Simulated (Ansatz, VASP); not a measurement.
**Rh: VASP beside Ansatz**

The input INCAR:

```
SYSTEM = Rh
ALGO     = Normal         ! electronic algorithm
EDIFF    = 1E-6           ! SCF threshold, eV
ENCUT    = 520            ! plane-wave cutoff, eV
ISIF     = 2              ! what is computed and relaxed
ISMEAR   = -1             ! smearing method
LASPH    = .True.         ! aspherical terms in the spheres
LCHARG   = .True.         ! write CHGCAR
LELF     = .True.         ! ELF
LREAL    = .False.        ! projectors in reciprocal space
LVHAR    = .True.       
LWAVE    = .False.        ! write WAVECAR
NBANDS   = 14             ! bands
NELM     = 60             ! most SCF steps
PREC     = Accurate       ! precision mode
SIGMA    = 0.03           ! smearing width, eV
```

Contents of KPOINTS:

```
k-points
0
Gamma
  16 16 16
  0 0 0
```

POSCAR

```
Rh
1.0
    0.0000000000      1.9078674883      1.9078674883
    1.9078674883      0.0000000000      1.9078674883
    1.9078674883      1.9078674883      0.0000000000
Rh
1
Direct
    0.0000000000      0.0000000000      0.0000000000
```

Input for Ansatz:

```yaml
crystal:
  lattice:
    - [0.0, 1.9078674883, 1.9078674883]
    - [1.9078674883, 0.0, 1.9078674883]
    - [1.9078674883, 1.9078674883, 0.0]
  atoms:
    - { symbol: Rh, position: [0.0, 0.0, 0.0] }
kpoints:
  mp_grid: { grid: [16, 16, 16] }
  band_path:
    path:
      - [0.0, 0.0, 0.0]
      - [0.5, 0.0, 0.5]
      - [0.625, 0.25, 0.625]
      - [0.375, 0.375, 0.75]
      - [0.0, 0.0, 0.0]
      - [0.5, 0.5, 0.5]
      - [0.5, 0.25, 0.75]
      - [0.5, 0.0, 0.5]
    npoints: 5
scf:
  occupations: { method: fermi_dirac, width: 0.03 }
hamiltonian:
  xc: lda
  pseudopotentials: { kind: all_electron, lapw: { basis_error: 0.00025 } }
output:
  forces: true
  stress: true
  eigenvalues: true
```

Change from the starting cell: volume scaled by 1.01.

Alike in both runs: task single point; functional LDA; k mesh 16 × 16 × 16; occupations fermi-dirac, width 0.03 eV; no spin polarisation.

```csv
,VASP,Ansatz
version,VASP 6.6.1,Ansatz 0.2.0
potentials or method,"VASP PAW LDA potentials, release 64 (Rh_pv), cutoff 520 eV","all-electron LAPW, scalar-relativistic"
```

Ansatz gave:

- pressure (GPa): -13.7

**Question.** Which values does VASP return?

**Answer.** Pressure (GPa): -12.9.

LDA's correlation is that of Perdew and Zunger in VASP and of Perdew and Wang (1992) in Ansatz. Ansatz ran all-electron here, and VASP with PAW potentials.
